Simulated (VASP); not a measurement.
Set up this calculation in VASP 6.6.1, as the native input.

```yaml
Task: single point
Functional: PBE
Potentials_or_basis: VASP PAW PBE potentials, release 64 (In_d, Ga_d, As)
Cutoff: 520 eV
k_mesh: 6 × 6 × 1
Occupations: gaussian, width 0.2 eV
Spin: no spin polarisation
Dipole_correction: no
Further_INCAR_settings: ALGO = Normal; EDIFF = 1e-06; NBANDS = 66
```

The structure of In5GaAs6 lies in POSCAR:

```
In5GaAs6
1.0
    4.3245453560      0.0000000000      0.0000000000
   -2.1622726780      3.7451661381      0.0000000000
    0.0000000000      0.0000000000     21.2129578000
In Ga As
5 1 6
Direct
    0.0000000000      0.0000000000      0.0000990000
    0.3333333333      0.6666666667      0.8306260000
    0.6666666667      0.3333333333      0.6611700000
    0.3333333333      0.6666666667      0.3390860000
    0.6666666667      0.3333333333      0.1695590000
    0.0000000000      0.0000000000      0.5004590000
    0.3333333333      0.6666666667      0.9566420000
    0.6666666667      0.3333333333      0.7871990000
    0.0000000000      0.0000000000      0.6179280000
    0.3333333333      0.6666666667      0.4656070000
    0.6666666667      0.3333333333      0.2955240000
    0.0000000000      0.0000000000      0.1261000000
```

One way to write it, as run:

INCAR

```
PREC = Accurate ; ENCUT = 520
EDIFF = 1E-6 ; ISMEAR = 0
SIGMA = 0.2 ; LREAL = F
LASPH = T ; NELM = 60
ALGO = Normal ; ISIF = 2
LWAVE = F ; LCHARG = F
GGA = PE ; NBANDS = 66
```

KPOINTS

```
Automatic mesh
0
Gamma
  6 6 1
```

Potentials or basis: VASP PAW PBE potentials, release 64 (In_d, Ga_d, As).

The run is started by

```bash
$ cat potpaw_PBE.64/In_d/POTCAR potpaw_PBE.64/Ga_d/POTCAR potpaw_PBE.64/As/POTCAR > POTCAR
$ mpirun -np 1 vasp_std > vasp.out
```

It gave:

| Item | Value |
| --- | --- |
| Pressure | 0.1 GPa |
| Largest force | 0.042 eV/Å |
| Band gap on the k mesh | zero (filled and empty bands touch) |

Caveat: spin-orbit coupling is left out, which moves the levels of the heavy elements.

Run time: 110 s on 1 thread of Intel(R) Xeon(R) 6975P-C (Granite Rapids) (shared host), peak memory 0.45 GiB.
